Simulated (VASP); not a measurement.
# Cd2S (P3m1) in VASP: a series of runs

Cd2S is run at these levels: PBEsol, LDA; tasks: single point.

Everything below comes from runs of VASP 6.6.1. Logs are shortened: lines on timing, memory, paths and dates and some standing lists are left out, and cuts for length are marked.

### 1 The cell of the first run

The structure is trigonal, space group P3m1 (No. 156). Conventional cell: a = 3.936 Å, b = 3.936 Å, c = 5.770 Å, α = 90.00°, β = 90.00°, γ = 120.00°. Within 3.3 Å of Cd (site symmetry 3m) lie 2 S at 2.50 to 3.27 Å and 3 Cd at 3.06 Å. Within 3.4 Å of Cd (site symmetry 3m) lie 3 S at 2.58 Å and 3 Cd at 3.06 Å. Within 3.3 Å of S (site symmetry 3m) lie 5 Cd at 2.50 to 3.27 Å.

### 2 Single point, PBEsol

The input, INCAR:

```
PREC = Accurate
ENCUT = 520
EDIFF = 1E-7
ISMEAR = -1
SIGMA = 0.05
LREAL = F
LASPH = T
NELM = 80
ALGO = Normal
ISIF = 2
LWAVE = F
LCHARG = T
GGA = PS
LELF = T
LVHAR = T
NBANDS = 22
```

The input, KPOINTS:

```
regular mesh
0
Gamma
  7 7 4
```

The input, POSCAR:

```
Cd2S
1.0
    3.9360741467      0.0000000000      0.0000000000
   -1.9680370733      3.4087402022      0.0000000000
    0.0000000000      0.0000000000      5.7702029595
Cd S
2 1
Direct
    0.3333333333      0.6666666667      0.9327170000
    0.6666666667      0.3333333333      0.5787350000
    0.3333333333      0.6666666667      0.3657050000
```

Potentials or basis: VASP PAW PBE potentials, release 64 (Cd, S).

Command:

```sh
cat potpaw_PBE.64/Cd/POTCAR potpaw_PBE.64/S/POTCAR > POTCAR
mpirun -np 1 vasp_std > vasp.out
```

OUTCAR:

```text
PREC = Accurate
   ENCUT = 520
   EDIFF = 1E-7
   ISMEAR = -1
   LREAL = F
   LASPH = T
   NELM = 80
   ISIF = 2
   GGA = PS

 ion  position               nearest neighbor table
   1  0.333  0.667  0.933-   3 2.50   2 3.06   2 3.06   2 3.06   3 3.27
   2  0.667  0.333  0.579-   3 2.58   3 2.58   3 2.58   1 3.06   1 3.06   1 3.06
   3  0.333  0.667  0.366-   1 2.50   2 2.58   2 2.58   2 2.58   1 3.27

  LATTYP: Found a hexagonal cell.
 ALAT       =     3.9360741467
 C/A-ratio  =     1.4659792332

  Lattice vectors:

 A1 = (   3.9360741467,   0.0000000000,   0.0000000000)
 A2 = (  -1.9680370733,   3.4087402022,   0.0000000000)
 A3 = (   0.0000000000,   0.0000000000,   5.7702029595)

Analysis of symmetry for initial positions (statically):
=====================================================================
 Subroutine PRICEL returns:
 Original cell was already a primitive cell.

 Routine SETGRP: Setting up the symmetry group for a
 hexagonal supercell.

 Subroutine GETGRP returns: Found  6 space group operations
 (whereof  6 operations were pure point group operations)
 out of a pool of 24 trial point group operations.

The static configuration has the point symmetry C_3v.

Analysis of symmetry for dynamics (positions and initial velocities):
=====================================================================
 Subroutine PRICEL returns:
 Original cell was already a primitive cell.

 Routine SETGRP: Setting up the symmetry group for a
 hexagonal supercell.

 Subroutine GETGRP returns: Found  6 space group operations
 (whereof  6 operations were pure point group operations)
 out of a pool of 24 trial point group operations.

The dynamic configuration has the point symmetry C_3v.

 Subroutine INISYM returns: Found  6 space group operations
 (whereof  6 operations are pure point group operations),
 and found     1 'primitive' translations

----------------------------------------------------------------------------------------

                                     Primitive cell

  volume of cell :      77.4191

  direct lattice vectors                    reciprocal lattice vectors
     3.936074147  0.000000000  0.000000000     0.254060255  0.146681756  0.000000000
    -1.968037073  3.408740202  0.000000000     0.000000000  0.293363513  0.000000000
     0.000000000  0.000000000  5.770202959     0.000000000  0.000000000  0.173304129

  length of vectors
     3.936074147  3.936074147  5.770202959     0.293363513  0.293363513  0.173304129

  position of ions in fractional coordinates (direct lattice)
     0.333333333  0.666666667  0.932717000
     0.666666667  0.333333333  0.578735000
     0.333333333  0.666666667  0.365705000

  ion indices of the primitive-cell ions
   primitive index   ion index
                 1           1
                 2           2
                 3           3

----------------------------------------------------------------------------------------

 KPOINTS: regular mesh

Automatic generation of k-mesh.
 Grid dimensions read from file:
 generate k-points for:    7    7    4

 Generating k-lattice:

  Cartesian coordinates                     Fractional coordinates (reciprocal lattice)
     0.036294322  0.020954537  0.000000000     0.142857143  0.000000000  0.000000000
     0.000000000  0.041909073  0.000000000     0.000000000  0.142857143  0.000000000
     0.000000000  0.000000000  0.043326032     0.000000000  0.000000000  0.250000000

  Length of vectors
     0.041909073  0.041909073  0.043326032

  Shift w.r.t. Gamma in fractional coordinates (k-lattice)
     0.000000000  0.000000000  0.000000000

 Subroutine IBZKPT returns following result:
 ===========================================

 Found     28 irreducible k-points:

 Following reciprocal coordinates:
            Coordinates               Weight
  0.000000  0.000000  0.000000      1.000000
  0.142857  0.000000  0.000000      6.000000
  0.285714  0.000000  0.000000      6.000000
  0.428571  0.000000  0.000000      6.000000
  0.142857  0.142857  0.000000      6.000000
  0.285714  0.142857  0.000000     12.000000
[... 16 lines left out ...]
  0.285714  0.000000  0.500000      6.000000
  0.428571  0.000000  0.500000      6.000000
 [... further k-points ...]
   k-points           NKPTS =     28   k-points in BZ     NKDIM =     28   number of bands    NBANDS=     22
   number of dos      NEDOS =    301   number of ions     NIONS =      3
   total plane-waves  NPLWV =  43200
   dimension x,y,z NGX =    30 NGY =   30 NGZ =   48
   dimension x,y,z NGXF=    60 NGYF=   60 NGZF=   96
   ions per type =               2   1
   NGX,Y,Z   is equivalent  to a cutoff of  12.67, 12.67, 13.83 a.u.
   NGXF,Y,Z  is equivalent  to a cutoff of  25.34, 25.34, 27.66 a.u.
 SYSTEM =  unknown system
   PREC   = accura    normal or accurate (medium, high low for compatibility)
   ISTART =      0    job   : 0-new  1-cont  2-samecut
   ICHARG =      2    charge: 1-file 2-atom 10-const
   ISPIN  =      1    spin polarized calculation?
   LNONCOLLINEAR =      F non collinear calculations
   LSORBIT =      F    spin-orbit coupling
   LASPH  =      T    aspherical Exc in radial PAW
   ENCUT  =  520.0 eV  38.22 Ry    6.18 a.u.   7.32  7.32 10.73*2*pi/ulx,y,z
   NELM   =     80;   NELMIN=  2; NELMDL= -5     # of ELM steps
   EDIFF  = 0.1E-06   stopping-criterion for ELM
   LREAL  =      F    real-space projection
   EDIFFG = 0.1E-05   stopping-criterion for IOM
   NSW    =      0    number of steps for IOM
   IBRION =     -1    ionic relax: 0-MD 1-quasi-New 2-CG
   NFREE  =      0    steps in history (QN), initial steepest desc. (CG)
   ISIF   =      2    stress and relaxation
   ISYM   =      2    0-nonsym 1-usesym 2-fastsym
   POTIM  = 0.5000    time-step for ionic-motion
   TEBEG  =    0.0;   TEEND  =   0.0 temperature during run
   PSTRESS=    0.0 pullay stress
   NELECT =      30.0000    total number of electrons
   NUPDOWN=      -1.0000    fix difference up-down
   EMIN   =  10.00;   EMAX   =-10.00  energy-range for DOS
   EFERMI =   0.00;   METHOD = LEGACY
   ISMEAR =    -1;   SIGMA  =   0.05  broadening in eV -4-tet -1-fermi 0-gaus
   EFERMI_NEDOS =   21; number of points for ismear=-14 and -15
   IALGO  =     38    algorithm
   IMIX   =      4    mixing-type and parameters
     AMIX     =   0.40;   BMIX     =  1.00
     AMIX_MAG =   1.60;   BMIX_MAG =  1.00
  volume/ion in A,a.u.               =      25.81       174.15
  Fermi-wavevector in a.u.,A,eV,Ry     =   1.193528  2.255440 19.381612  1.424508
  Thomas-Fermi vector in A             =   2.329540
   LORBIT       =      0    0 simple, 1 ext, 2 COOP (PROOUT), +10 PAW based schemes
   GGA     = PS    functional components
   LHFCALC =     F    Hartree Fock is set to
   AEXX    =    0.0000 exact exchange contribution
   IVDW    =     0    specifies the selected vdW correction
   LEPSILON=     F    determine dielectric tensor
   LRPA    =     F    only Hartree local field effects (RPA)
 non-spin polarized calculation
  energy-cutoff  :      520.00
  volume of cell :       77.42
 maximum number of plane-waves:      2109
 NGX is ok and might be reduce to    30
   NGX = 15   NGY = 15   NGZ = 21

 number of electron      29.9999996 magnetization

 Free energy of the ion-electron system (eV)
  ---------------------------------------------------
  ext. energy  EPLUGINS =         0.00000000
  ---------------------------------------------------
  free energy    TOTEN  =        -7.27627813 eV

  energy without entropy =       -7.27576692  energy(sigma->0) =       -7.27602252

 E-fermi :   1.5483     XC(G=0):  -9.5903

 val. band max:        1.3024661022   @ k =   0.1429   0.1429   0.5000
 cond. band min:       1.8101288065   @ k =   0.4286   0.0000   0.2500
 fundamental gap:      0.5076627043
 Fermi energy:         1.5483264211

 k-point     1 :       0.0000    0.0000    0.0000
  band No.  band energies     occupation
      1     -11.3762      2.00000
      2      -7.0064      2.00000
      3      -7.0064      2.00000
      4      -6.9196      2.00000
      5      -6.9196      2.00000
      6      -6.8347      2.00000
[... 14 lines left out ...]
     21       9.7475      0.00000
     22      11.3293      0.00000

 k-point     2 :       0.1429    0.0000    0.0000
  band No.  band energies     occupation
      1     -11.3051      2.00000
      2      -7.0158      2.00000
      3      -7.0046      2.00000
      4      -6.9170      2.00000
      5      -6.8736      2.00000
      6      -6.7773      2.00000
[... 14 lines left out ...]
     21       9.7547      0.00000
     22      10.8879      0.00000

 k-point     3 :       0.2857    0.0000    0.0000
  band No.  band energies     occupation
      1     -11.1428      2.00000
      2      -7.0191      2.00000
      3      -7.0129      2.00000
      4      -6.9087      2.00000
      5      -6.7622      2.00000
      6      -6.7509      2.00000
[... 14 lines left out ...]
     21       9.5785      0.00000
     22       9.9101      0.00000

 k-point     4 :       0.4286    0.0000    0.0000
  band No.  band energies     occupation
      1     -11.0108      2.00000
      2      -7.0288      2.00000
      3      -6.9954      2.00000
      4      -6.9239      2.00000
      5      -6.7493      2.00000
      6      -6.6747      2.00000
[... 14 lines left out ...]
     21       9.2488      0.00000
     22      10.0051      0.00000

 k-point     5 :       0.1429    0.1429    0.0000
  band No.  band energies     occupation
      1     -11.1882      2.00000
      2      -7.0273      2.00000
      3      -7.0053      2.00000
      4      -6.8976      2.00000
      5      -6.8105      2.00000
      6      -6.7341      2.00000
[... 417 lines left out ...]
 k-point    22 :       0.1429    0.0000    0.5000
  band No.  band energies     occupation
      1     -11.1836      2.00000
      2      -7.2739      2.00000
      3      -7.0000      2.00000
      4      -6.9993      2.00000
      5      -6.9480      2.00000
      6      -6.9246      2.00000
[... 14 lines left out ...]
     21       9.7277      0.00000
     22      10.1691      0.00000

 k-point    23 :       0.2857    0.0000    0.5000
  band No.  band energies     occupation
      1     -11.0291      2.00000
      2      -7.2579      2.00000
      3      -6.9692      2.00000
      4      -6.9581      2.00000
      5      -6.8827      2.00000
      6      -6.8186      2.00000
[... 14 lines left out ...]
     21       9.1910      0.00000
     22      10.8865      0.00000

 k-point    24 :       0.4286    0.0000    0.5000
  band No.  band energies     occupation
      1     -10.9031      2.00000
      2      -7.2434      2.00000
      3      -6.9594      2.00000
      4      -6.9466      2.00000
      5      -6.8425      2.00000
      6      -6.6912      2.00000
[... 14 lines left out ...]
     21       8.8168      0.00000
     22      10.2109      0.00000

 [... further k-points ...]
[... 5 lines left out ...]
  --------------------------------------------------------------------------------------
  -------------------------------------------------------------------------------------
  Total       -0.9453312     -0.9453312     -1.0782328     -0.0000000     -0.0000000     -0.0000000
  in kB      -19.5634886    -19.5634886    -22.3138689     -0.0000000     -0.0000000     -0.0000000
  external PRESSURE =     -20.4802820 kB  Pullay stress =       0.0000000 kB

 VOLUME and BASIS-vectors are now :
 -----------------------------------------------------------------------------
  energy-cutoff  :      520.00
  volume of cell :       77.42
      direct lattice vectors                 reciprocal lattice vectors
     3.936074147  0.000000000  0.000000000     0.254060255  0.146681756  0.000000000
    -1.968037073  3.408740202  0.000000000     0.000000000  0.293363513  0.000000000
     0.000000000  0.000000000  5.770202959     0.000000000  0.000000000  0.173304129

 POSITION                                       TOTAL-FORCE (eV/Angst)
 -----------------------------------------------------------------------------------
     -0.00000      2.27249      5.38197         0.000000      0.000000     -0.034276
      1.96804      1.13625      3.33942        -0.000000     -0.000000     -0.024491
     -0.00000      2.27249      2.11019        -0.000000     -0.000000      0.058768
 -----------------------------------------------------------------------------------
    total drift:                                0.000000     -0.000000     -0.000630

  FREE ENERGIE OF THE ION-ELECTRON SYSTEM (eV)
  ---------------------------------------------------
  free  energy   TOTEN  =        -7.2762781286 eV

  energy  without entropy=       -7.2757669203  energy(sigma->0) =       -7.27602252
```

Run time: 31 s. Hardware: 1 thread of AMD EPYC 9R45 (Zen 5), shared host; peak memory 0.18 GiB.

What came out:

```yaml
Free_energy: -7.2763 eV
Pressure: -2.0 GPa
Largest_force: 0.059 eV/Å
Band_gap_on_the_k_mesh: 0.51 eV (least direct gap 0.86 eV)
```

Forces on the atoms (eV/Å):
```
Cd   0.000  0.000 -0.034
Cd   0.000  0.000 -0.024
S    0.000  0.000  0.059
```

Levels at points of the mesh, in eV from the valence-band top:
| k point | band 12 | band 13 | band 14 | band 15 | band 16 | band 17 | band 18 | band 19 |
| --- | --- | --- | --- | --- | --- | --- | --- | --- |
| (0.00, 0.00, 0.00) | -4.49 | -3.70 | -0.63 | -0.63 | 3.25 | 5.12 | 6.88 | 6.88 |
| (0.00, 0.00, 0.50) | -5.99 | -0.55 | -0.55 | -0.13 | 1.22 | 4.77 | 6.47 | 6.47 |

Caveat: semilocal functionals underestimate gaps, and a narrow one can read as zero; the PAW data sets were made with another functional, which shifts forces and pressure a little. A k mesh can miss the band edges.

[end of part 1 of 2]
